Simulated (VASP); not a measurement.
# SnTe (I-4m2) in VASP: further runs

The runs below take SnTe through single point, with r2SCAN+D4.

Program: VASP 6.6.1. These are calculated values, not measurements. Logs are shortened: lines on timing, memory, paths and dates and some standing lists are left out, and cuts for length are marked.

**1. The cell of the first run**

The structure is tetragonal, space group I-4m2 (No. 119). The conventional cell has a = 5.107 Å, b = 5.107 Å, c = 7.295 Å, α = 90.00°, β = 90.00°, γ = 90.00°. Within 4.1 Å of Sn (site symmetry -4m2) lie 4 Te at 3.14 Å. Within 4.1 Å of Te (site symmetry -4m2) lie 4 Sn at 3.14 Å.

**2. Single point, r2SCAN+D4**

File POSCAR:

```
SnTe
1.0
    0.0000000000      3.6111460000      3.6472574600
    3.6111460000      0.0000000000      3.6472574600
    3.6111460000      3.6111460000      0.0000000000
Sn Te
1 1
Direct
    0.0000000000      0.0000000000      0.0000000000
    0.7500000000      0.7500000000      0.7500000000
```

File INCAR.step1:

```
SYSTEM = SnTe
PREC = Accurate
ENCUT = 520
ISMEAR = -1
SIGMA = 0.05
LREAL = .False.
LASPH = .True.
NELM = 100
NBANDS = 17
GGA = PE
ALGO = Normal
EDIFF = 1E-4
LWAVE = .True.
LCHARG = .False.
```

File INCAR.step2:

```
SYSTEM = SnTe
PREC = Accurate
ENCUT = 520
EDIFF = 1E-6
ISMEAR = -1
SIGMA = 0.05
LREAL = .False.
LASPH = .True.
NELM = 100
ALGO = Normal
ISIF = 2
LWAVE = .False.
LCHARG = .False.
METAGGA = R2SCAN
LMIXTAU = .True.
IVDW = 13
VDW_S6 = 1.0
VDW_S8 = 0.6018749
VDW_A1 = 0.51559235
VDW_A2 = 5.77342911
NBANDS = 17
ISTART = 1
```

File KPOINTS:

```
regular mesh
0
Gamma
  5 5 5
  0 0 0
```

Potentials or basis: VASP PAW PBE potentials, release 64 (Sn_d, Te).

On the command line:

```console
cat potpaw_PBE.64/Sn_d/POTCAR potpaw_PBE.64/Te/POTCAR > POTCAR
cp INCAR.step1 INCAR
mpirun -np 1 vasp_std > vasp.out
cp INCAR.step2 INCAR
mpirun -np 1 vasp_std > vasp.out
```

OUTCAR:

```text
SYSTEM = SnTe
   PREC = Accurate
   ENCUT = 520
   EDIFF = 1E-6
   ISMEAR = -1
   LREAL = .False.
   LASPH = .True.
   NELM = 100
   ISIF = 2
   METAGGA = R2SCAN
   IVDW = 13
   ISTART = 1

 ion  position               nearest neighbor table
   1  0.000  0.000  0.000-   2 3.14   2 3.14   2 3.14   2 3.14
   2  0.750  0.750  0.750-   1 3.14   1 3.14   1 3.14   1 3.14

  LATTYP: Found a body centered tetragonal cell.
 ALAT       =     5.1069316489
 C/A-ratio  =     1.4283556980

  Lattice vectors:

 A1 = (  -3.6111460000,   0.0000000000,   3.6472574600)
 A2 = (   3.6111460000,   0.0000000000,   3.6472574600)
 A3 = (   0.0000000000,   3.6111460000,  -3.6472574600)

Analysis of symmetry for initial positions (statically):
=====================================================================
 Subroutine PRICEL returns:
 Original cell was already a primitive cell.

 Routine SETGRP: Setting up the symmetry group for a
 body centered tetragonal supercell.

 Subroutine GETGRP returns: Found  8 space group operations
 (whereof  8 operations were pure point group operations)
 out of a pool of 16 trial point group operations.

The static configuration has the point symmetry D_2d.

Analysis of symmetry for dynamics (positions and initial velocities):
=====================================================================
 Subroutine PRICEL returns:
 Original cell was already a primitive cell.

 Routine SETGRP: Setting up the symmetry group for a
 body centered tetragonal supercell.

 Subroutine GETGRP returns: Found  8 space group operations
 (whereof  8 operations were pure point group operations)
 out of a pool of 16 trial point group operations.

The dynamic configuration has the point symmetry D_2d.

 Subroutine INISYM returns: Found  8 space group operations
 (whereof  8 operations are pure point group operations),
 and found     1 'primitive' translations

----------------------------------------------------------------------------------------

                                     Primitive cell

  volume of cell :      95.1232

  direct lattice vectors                    reciprocal lattice vectors
     0.000000000  3.611146000  3.647257460    -0.138460201  0.138460201  0.137089308
     3.611146000  0.000000000  3.647257460     0.138460201 -0.138460201  0.137089308
     3.611146000  3.611146000  0.000000000     0.138460201  0.138460201 -0.137089308

  length of vectors
     5.132529826  5.132529826  5.106931649     0.239031238  0.239031238  0.239031238

  position of ions in fractional coordinates (direct lattice)
     0.000000000  0.000000000  0.000000000
     0.750000000  0.750000000  0.750000000

  ion indices of the primitive-cell ions
   primitive index   ion index
                 1           1
                 2           2

----------------------------------------------------------------------------------------

 KPOINTS: regular mesh

Automatic generation of k-mesh.
 Grid dimensions read from file:
 generate k-points for:    5    5    5

 Generating k-lattice:

  Cartesian coordinates                     Fractional coordinates (reciprocal lattice)
    -0.027692040  0.027692040  0.027417862     0.200000000 -0.000000000  0.000000000
     0.027692040 -0.027692040  0.027417862    -0.000000000  0.200000000  0.000000000
     0.027692040  0.027692040 -0.027417862     0.000000000  0.000000000  0.200000000

  Length of vectors
     0.047806248  0.047806248  0.047806248

  Shift w.r.t. Gamma in fractional coordinates (k-lattice)
     0.000000000  0.000000000  0.000000000

 Subroutine IBZKPT returns following result:
 ===========================================

 Found     18 irreducible k-points:

 Following reciprocal coordinates:
            Coordinates               Weight
  0.000000  0.000000  0.000000      1.000000
  0.200000  0.000000  0.000000      8.000000
  0.400000  0.000000  0.000000      8.000000
  0.200000  0.200000  0.000000      2.000000
  0.400000  0.200000  0.000000      8.000000
 -0.400000  0.200000  0.000000      8.000000
[... 10 lines left out ...]
 -0.400000 -0.000000  0.400000      8.000000
 -0.400000  0.200000  0.400000      8.000000
   k-points           NKPTS =     18   k-points in BZ     NKDIM =     18   number of bands    NBANDS=     17
   number of dos      NEDOS =    301   number of ions     NIONS =      2
   total plane-waves  NPLWV =  64000
   dimension x,y,z NGX =    40 NGY =   40 NGZ =   40
   dimension x,y,z NGXF=    80 NGYF=   80 NGZF=   80
   ions per type =               1   1
   NGX,Y,Z   is equivalent  to a cutoff of  12.96, 12.96, 13.02 a.u.
   NGXF,Y,Z  is equivalent  to a cutoff of  25.91, 25.91, 26.04 a.u.
 SYSTEM =  SnTe
   PREC   = accura    normal or accurate (medium, high low for compatibility)
   ISTART =      1    job   : 0-new  1-cont  2-samecut
   ICHARG =      0    charge: 1-file 2-atom 10-const
   ISPIN  =      1    spin polarized calculation?
   LNONCOLLINEAR =      F non collinear calculations
   LSORBIT =      F    spin-orbit coupling
   LASPH  =      T    aspherical Exc in radial PAW
   ENCUT  =  520.0 eV  38.22 Ry    6.18 a.u.   9.54  9.54  9.50*2*pi/ulx,y,z
   NELM   =    100;   NELMIN=  2; NELMDL=  0     # of ELM steps
   EDIFF  = 0.1E-05   stopping-criterion for ELM
   LREAL  =      F    real-space projection
   EDIFFG = 0.1E-04   stopping-criterion for IOM
   NSW    =      0    number of steps for IOM
   IBRION =     -1    ionic relax: 0-MD 1-quasi-New 2-CG
   NFREE  =      0    steps in history (QN), initial steepest desc. (CG)
   ISIF   =      2    stress and relaxation
   ISYM   =      2    0-nonsym 1-usesym 2-fastsym
   POTIM  = 0.5000    time-step for ionic-motion
   TEBEG  =    0.0;   TEEND  =   0.0 temperature during run
   PSTRESS=    0.0 pullay stress
   NELECT =      20.0000    total number of electrons
   NUPDOWN=      -1.0000    fix difference up-down
   EMIN   =  10.00;   EMAX   =-10.00  energy-range for DOS
   EFERMI =   0.00;   METHOD = LEGACY
   ISMEAR =    -1;   SIGMA  =   0.05  broadening in eV -4-tet -1-fermi 0-gaus
   EFERMI_NEDOS =   21; number of points for ismear=-14 and -15
   IALGO  =     38    algorithm
   IMIX   =      4    mixing-type and parameters
     AMIX     =   0.40;   BMIX     =  1.00
     AMIX_MAG =   1.60;   BMIX_MAG =  1.00
  volume/ion in A,a.u.               =      47.56       320.96
  Fermi-wavevector in a.u.,A,eV,Ry     =   0.973470  1.839592 12.893482  0.947644
  Thomas-Fermi vector in A             =   2.103852
   LORBIT       =      0    0 simple, 1 ext, 2 COOP (PROOUT), +10 PAW based schemes
   METAGGA = R2SCAN    functional components
   LHFCALC =     F    Hartree Fock is set to
   AEXX    =    0.0000 exact exchange contribution
   IVDW    =    13    specifies the selected vdW correction
   LEPSILON=     F    determine dielectric tensor
   LRPA    =     F    only Hartree local field effects (RPA)
 non-spin polarized calculation
  energy-cutoff  :      520.00
  volume of cell :       95.12
 maximum number of plane-waves:      2637
 NGX is ok and might be reduce to    40
   NGX = 19   NGY = 19   NGZ = 19

 number of electron      19.9999996 magnetization

 Free energy of the ion-electron system (eV)
  ---------------------------------------------------
  ext. energy  EPLUGINS =         0.00000000
  ---------------------------------------------------
  free energy    TOTEN  =       -50.05951565 eV

  energy without entropy =      -50.05881605  energy(sigma->0) =      -50.05916585

 E-fermi :   3.0223     XC(G=0):  -7.9120

 val. band max:        2.7441194941   @ k =  -0.4000   0.4000   0.2000
 cond. band min:       3.2359141634   @ k =   0.4000   0.0000   0.4000
 fundamental gap:      0.4917946693
 Fermi energy:         3.0223236488

 k-point     1 :       0.0000    0.0000    0.0000
  band No.  band energies     occupation
      1     -19.5480      2.00000
      2     -19.5473      2.00000
      3     -19.5473      2.00000
      4     -19.5357      2.00000
      5     -19.5348      2.00000
      6      -9.0050      2.00000
[... 9 lines left out ...]
     16       9.8481      0.00000
     17      10.8480      0.00000

 k-point     2 :       0.2000    0.0000    0.0000
  band No.  band energies     occupation
      1     -19.5481      2.00000
      2     -19.5471      2.00000
      3     -19.5467      2.00000
      4     -19.5356      2.00000
      5     -19.5347      2.00000
      6      -8.8342      2.00000
[... 9 lines left out ...]
     16       9.2165      0.00000
     17      10.3197      0.00000

 k-point     3 :       0.4000    0.0000    0.0000
  band No.  band energies     occupation
      1     -19.5488      2.00000
      2     -19.5464      2.00000
      3     -19.5459      2.00000
      4     -19.5355      2.00000
      5     -19.5346      2.00000
      6      -8.4999      2.00000
[... 9 lines left out ...]
     16       9.7544      0.00000
     17      10.1891      0.00000

 k-point     4 :       0.2000    0.2000    0.0000
  band No.  band energies     occupation
      1     -19.5493      2.00000
      2     -19.5462      2.00000
      3     -19.5462      2.00000
      4     -19.5354      2.00000
      5     -19.5350      2.00000
      6      -8.7763      2.00000
[... 9 lines left out ...]
     16      10.2477      0.00000
     17      11.7971      0.00000
[... 223 lines left out ...]
      1     -19.5506      2.00000
      2     -19.5451      2.00000
      3     -19.5446      2.00000
      4     -19.5362      2.00000
      5     -19.5341      2.00000
      6      -8.2973      2.00000
[... 9 lines left out ...]
     16      11.3397      0.00000
     17      11.9825      0.00000

 k-point    17 :      -0.4000   -0.0000    0.4000
  band No.  band energies     occupation
      1     -19.5503      2.00000
      2     -19.5451      2.00000
      3     -19.5446      2.00000
      4     -19.5361      2.00000
      5     -19.5342      2.00000
      6      -8.2033      2.00000
[... 9 lines left out ...]
     16      10.2861      0.00000
     17      12.6457      0.00000

 k-point    18 :      -0.4000    0.2000    0.4000
  band No.  band energies     occupation
      1     -19.5497      2.00000
      2     -19.5454      2.00000
      3     -19.5451      2.00000
      4     -19.5360      2.00000
      5     -19.5343      2.00000
      6      -8.2591      2.00000
[... 9 lines left out ...]
     16      10.9187      0.00000
     17      12.0187      0.00000

------------------------ aborting loop because EDIFF is reached ----------------------------------------

  DFT-D4 for vdW energy calculation

  Edisp (eV):   -0.21744

  FORCE on cell =-STRESS in cart. coord.  units (eV):
  Direction    XX          YY          ZZ          XY          YZ          ZX
  --------------------------------------------------------------------------------------
  -------------------------------------------------------------------------------------
  Total      -0.69040    -0.69040    -0.69762     0.00000     0.00000     0.00000
  in kB     -11.62853   -11.62853   -11.75009     0.00000     0.00000     0.00000
  external pressure =      -11.67 kB  Pullay stress =        0.00 kB

 VOLUME and BASIS-vectors are now :
 -----------------------------------------------------------------------------
  energy-cutoff  :      520.00
  volume of cell :       95.12
      direct lattice vectors                 reciprocal lattice vectors
     0.000000000  3.611146000  3.647257460    -0.138460201  0.138460201  0.137089308
     3.611146000  0.000000000  3.647257460     0.138460201 -0.138460201  0.137089308
     3.611146000  3.611146000  0.000000000     0.138460201  0.138460201 -0.137089308

 POSITION                                       TOTAL-FORCE (eV/Angst)
 -----------------------------------------------------------------------------------
      0.00000      0.00000      0.00000         0.000000      0.000000      0.000000
      5.41672      5.41672      5.47089        -0.000000     -0.000000     -0.000000
 -----------------------------------------------------------------------------------
    total drift:                               -0.000002     -0.000002     -0.000002

  FREE ENERGIE OF THE ION-ELECTRON SYSTEM (eV)
  ---------------------------------------------------
  free  energy   TOTEN  =       -50.2769562702 eV

  energy  without entropy=      -50.2762566655  energy(sigma->0) =      -50.27660647
```

Run time: 58 s. Hardware: 1 thread of Intel Xeon 6975P-C (Granite Rapids), shared host; peak memory 0.26 GiB.

Results:

- Free energy: -50.2770 eV
- Pressure: -1.2 GPa
- Band gap on the k mesh: 0.49 eV, indirect (least direct gap 0.96 eV)
- Dispersion energy per atom: -0.109 eV

Caveat: the PAW data sets were made with another functional, which shifts forces and pressure a little; spin-orbit coupling is left out, which moves the levels of the heavy elements. A k mesh can miss the band edges.

**3. Single point, r2SCAN+D4**

This run uses another cell than the first one, of 48.03 Å³/atom, 1.010 times its volume.

File POSCAR:

```
SnTe
1.0
    0.0000000000      3.6111460000      3.6833689200
    3.6111460000      0.0000000000      3.6833689200
    3.6111460000      3.6111460000      0.0000000000
Sn Te
1 1
Direct
    0.0000000000      0.0000000000      0.0000000000
    0.7500000000      0.7500000000      0.7500000000
```

File INCAR.step1:

```
  PREC = Accurate
  ENCUT = 520
  ISMEAR = -1
  SIGMA = 0.05
  LREAL = False
  LASPH = True
  NELM = 80
  NBANDS = 17
  GGA = PE
  ALGO = Normal
  EDIFF = 1E-4
  LWAVE = True
  LCHARG = False
```

File INCAR.step2:

```
  PREC = Accurate
  ENCUT = 520
  EDIFF = 1E-6
  ISMEAR = -1
  SIGMA = 0.05
  LREAL = False
  LASPH = True
  NELM = 80
  ALGO = Normal
  ISIF = 2
  LWAVE = False
  LCHARG = False
  METAGGA = R2SCAN
  LMIXTAU = True
  IVDW = 13
  VDW_S6 = 1.0
  VDW_S8 = 0.6018749
  VDW_A1 = 0.51559235
  VDW_A2 = 5.77342911
  NBANDS = 17
  ISTART = 1
```

File KPOINTS:

```
regular mesh
0
Gamma
  5 5 5
```

Potentials or basis: VASP PAW PBE potentials, release 64 (Sn_d, Te).

On the command line:

```console
cat potpaw_PBE.64/Sn_d/POTCAR potpaw_PBE.64/Te/POTCAR > POTCAR
cp INCAR.step1 INCAR
mpirun -np 1 vasp_std > vasp.out
cp INCAR.step2 INCAR
mpirun -np 1 vasp_std > vasp.out
```

OUTCAR:

```text
PREC = Accurate
   ENCUT = 520
   EDIFF = 1E-6
   ISMEAR = -1
   LREAL = False
   LASPH = True
   NELM = 80
   ISIF = 2
   METAGGA = R2SCAN
   IVDW = 13
   ISTART = 1

 ion  position               nearest neighbor table
   1  0.000  0.000  0.000-   2 3.15   2 3.15   2 3.15   2 3.15
   2  0.750  0.750  0.750-   1 3.15   1 3.15   1 3.15   1 3.15

  LATTYP: Found a body centered tetragonal cell.
 ALAT       =     5.1069316489
 C/A-ratio  =     1.4424978336

  Lattice vectors:

 A1 = (  -3.6111460000,   0.0000000000,   3.6833689200)
 A2 = (   3.6111460000,   0.0000000000,   3.6833689200)
 A3 = (   0.0000000000,   3.6111460000,  -3.6833689200)

Analysis of symmetry for initial positions (statically):
=====================================================================
 Subroutine PRICEL returns:
 Original cell was already a primitive cell.

 Routine SETGRP: Setting up the symmetry group for a
 body centered tetragonal supercell.

 Subroutine GETGRP returns: Found  8 space group operations
[... 154 lines left out ...]
  free energy    TOTEN  =       -50.05406689 eV

  energy without entropy =      -50.05346268  energy(sigma->0) =      -50.05376479

 E-fermi :   2.9398     XC(G=0):  -7.8713

 val. band max:        2.6621374537   @ k =  -0.4000   0.4000   0.2000
 cond. band min:       3.1566460340   @ k =   0.4000   0.0000   0.4000
 fundamental gap:      0.4945085803
 Fermi energy:         2.9398227231

 k-point     1 :       0.0000    0.0000    0.0000
  band No.  band energies     occupation
      1     -19.6349      2.00000
      2     -19.6333      2.00000
      3     -19.6333      2.00000
      4     -19.6231      2.00000
      5     -19.6212      2.00000
      6      -9.0370      2.00000
[... 337 lines left out ...]
      4     -19.6234      2.00000
      5     -19.6207      2.00000
      6      -8.3058      2.00000
[... 9 lines left out ...]
     16      10.8345      0.00000
     17      11.9510      0.00000

------------------------ aborting loop because EDIFF is reached ----------------------------------------

  DFT-D4 for vdW energy calculation

  Edisp (eV):   -0.21547

  FORCE on cell =-STRESS in cart. coord.  units (eV):
  Direction    XX          YY          ZZ          XY          YZ          ZX
  --------------------------------------------------------------------------------------
  -------------------------------------------------------------------------------------
  Total      -0.82603    -0.82603    -0.84878     0.00000     0.00000     0.00000
  in kB     -13.77661   -13.77661   -14.15594     0.00000     0.00000     0.00000
  external pressure =      -13.90 kB  Pullay stress =        0.00 kB

 VOLUME and BASIS-vectors are now :
 -----------------------------------------------------------------------------
  energy-cutoff  :      520.00
  volume of cell :       96.07
      direct lattice vectors                 reciprocal lattice vectors
     0.000000000  3.611146000  3.683368920    -0.138460201  0.138460201  0.135745295
     3.611146000  0.000000000  3.683368920     0.138460201 -0.138460201  0.135745295
     3.611146000  3.611146000  0.000000000     0.138460201  0.138460201 -0.135745295

 POSITION                                       TOTAL-FORCE (eV/Angst)
 -----------------------------------------------------------------------------------
      0.00000      0.00000      0.00000         0.000000      0.000000     -0.000000
      5.41672      5.41672      5.52505        -0.000000     -0.000000      0.000000
 -----------------------------------------------------------------------------------
    total drift:                               -0.000002     -0.000002     -0.000002

  FREE ENERGIE OF THE ION-ELECTRON SYSTEM (eV)
  ---------------------------------------------------
  free  energy   TOTEN  =       -50.2695325642 eV

  energy  without entropy=      -50.2689283576  energy(sigma->0) =      -50.26923046
```

OSZICAR.step1:

```text
N       E                     dE             d eps       ncg     rms          rms(c)
DAV:   1     0.123137339811E+03    0.12314E+03   -0.91634E+03   612   0.115E+03
DAV:   2     0.493280364202E+01   -0.11820E+03   -0.11520E+03   621   0.284E+02
DAV:   3    -0.685909337749E+01   -0.11792E+02   -0.11737E+02   789   0.899E+01
DAV:   4    -0.720556552092E+01   -0.34647E+00   -0.34632E+00   730   0.164E+01
DAV:   5    -0.721919745064E+01   -0.13632E-01   -0.13632E-01   889   0.299E+00    0.414E+00
DAV:   6    -0.705966599274E+01    0.15953E+00   -0.42448E-01   791   0.296E+00    0.271E+00
DAV:   7    -0.705811785920E+01    0.15481E-02   -0.86023E-02   635   0.111E+00    0.108E+00
DAV:   8    -0.705998887245E+01   -0.18710E-02   -0.10331E-02   696   0.711E-01    0.235E-01
DAV:   9    -0.706064989674E+01   -0.66102E-03   -0.26879E-03   637   0.307E-01    0.697E-02
DAV:  10    -0.706086351170E+01   -0.21361E-03   -0.45503E-04   694   0.104E-01    0.429E-02
DAV:  11    -0.706102727521E+01   -0.16376E-03   -0.24956E-04   630   0.645E-02    0.304E-02
DAV:  12    -0.706102972453E+01   -0.24493E-05   -0.70851E-06   518   0.224E-02
   1 F= -.70610297E+01 E0= -.70604588E+01  d E =-.114182E-02
```

It took 60 s on 1 thread of Intel Xeon 6975P-C (Granite Rapids), shared host; peak memory 0.26 GiB.

What came out:

- Free energy: -50.2695 eV
- Pressure: -1.4 GPa
- Band gap on the k mesh: 0.49 eV, indirect (least direct gap 0.97 eV)
- Dispersion energy per atom: -0.108 eV

Levels at points of the mesh, in eV from the valence-band top:
```tsv
k point	band 8	band 9	band 10	band 11	band 12	band 13
(0.00, 0.00, 0.00)	-1.88	-1.80	-1.80	1.32	1.32	1.39
```

Caveat: the PAW data sets were made with another functional, which shifts forces and pressure a little; spin-orbit coupling is left out, which moves the levels of the heavy elements. A k mesh can miss the band edges.
